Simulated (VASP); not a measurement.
Input of a VASP 6.6.1 run:

POSCAR

```
LiNbO3
1.0
    2.6190798683      1.5121264670      4.7189997790
   -2.6190798683      1.5121264670      4.7189997790
    0.0000000000     -3.0242529340      4.7189997790
Li Nb O
2 2 6
Direct
    0.7821703297      0.7821703297      0.7821703297
    0.2821703297      0.2821703297      0.2821703297
    0.5001763109      0.5001763109      0.5001763109
    1.0001763109      1.0001763109      0.0001763109
    0.6079877655      0.2196418006      0.8620237934
    0.8620237934      0.6079877655      0.2196418006
    0.1079877655      0.3620237934      0.7196418006
    0.2196418006      0.8620237934      0.6079877655
    0.7196418006      0.1079877655      0.3620237934
    0.3620237934      0.7196418006      0.1079877655
```

The input INCAR.step1:

```
PREC = Accurate ; ENCUT = 520
ISMEAR = 0 ; SIGMA = 0.01
LREAL = False ; LASPH = True
NELM = 100 ; NBANDS = 45
GGA = PE ; ALGO = Normal
EDIFF = 1E-4 ; LWAVE = True
LCHARG = False
```

Contents of INCAR.step2:

```
PREC = Accurate ; ENCUT = 520
EDIFF = 1E-6 ; ISMEAR = 0
SIGMA = 0.01 ; LREAL = False
LASPH = True ; NELM = 100
ALGO = Normal ; ISIF = 2
LWAVE = False ; LCHARG = False
METAGGA = R2SCAN ; LMIXTAU = True
NBANDS = 45 ; ISTART = 1
```

Contents of KPOINTS:

```
Automatic mesh
0
Gamma
  6 6 6
```

Potentials or basis: VASP PAW PBE potentials, release 64 (Li_sv, Nb_sv, O).

Command:

```sh
$ cat potpaw_PBE.64/Li_sv/POTCAR potpaw_PBE.64/Nb_sv/POTCAR potpaw_PBE.64/O/POTCAR > POTCAR
$ cp INCAR.step1 INCAR
$ mpirun -np 1 vasp_std > vasp.out
$ cp INCAR.step2 INCAR
$ mpirun -np 1 vasp_std > vasp.out
```

Problem. Predict the largest force.

Solution. 0.721 eV/Å.

Problem. What does it give for the band gap on the k mesh?

Solution. 3.74 eV (least direct gap 3.77 eV).

Forces on the atoms (eV/Å):
```
Li   0.000  0.000  0.004
Li   0.000  0.000  0.004
Nb   0.000  0.000  0.528
Nb   0.000  0.000  0.528
O   -0.206  0.668 -0.177
O   -0.476 -0.513 -0.177
O    0.476 -0.513 -0.177
O    0.682 -0.156 -0.177
O    0.206  0.668 -0.177
O   -0.682 -0.156 -0.177
```

Caveat: the PAW data sets were made with another functional, which shifts forces and pressure a little. A k mesh can miss the band edges.
